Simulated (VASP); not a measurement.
Nb, 1 atom in the cell. The structure is cubic, space group Im-3m (No. 229). The conventional cell has a = 3.328 Å, b = 3.328 Å, c = 3.328 Å, α = 90.00°, β = 90.00°, γ = 90.00°. Within 3.8 Å of Nb (site symmetry m-3m) lie 14 Nb at 2.88 to 3.33 Å. 

| Property | Result |
| --- | --- |
| Program | VASP 6.6.1 |
| Task | single point |
| Functional | PBE |
| Potentials or basis | VASP PAW PBE potentials, release 64 (Nb_sv) |
| Cutoff | 500 eV |
| k mesh | 11 × 11 × 11 |
| Occupations | gaussian, width 0.014 eV |
| Spin | no spin polarisation |
| Dipole correction | no |
| Further INCAR settings | ALGO = Normal; EDIFF = 1e-06; NBANDS = 12 |

Potentials or basis: VASP PAW PBE potentials, release 64 (Nb_sv).

Launch:

```bash
$ cat potpaw_PBE.64/Nb_sv/POTCAR > POTCAR
$ mpirun -np 1 vasp_std > vasp.out
```

Hardware: 1 thread of Intel Xeon 8259CL, with other jobs on the host.

Problem. Estimate the wall time of this run.

Solution. Wall time 14 s on 1 thread of Intel Xeon 8259CL, on a shared host, peak memory 0.14 GiB. Counts: scf iterations 12, k points 56.
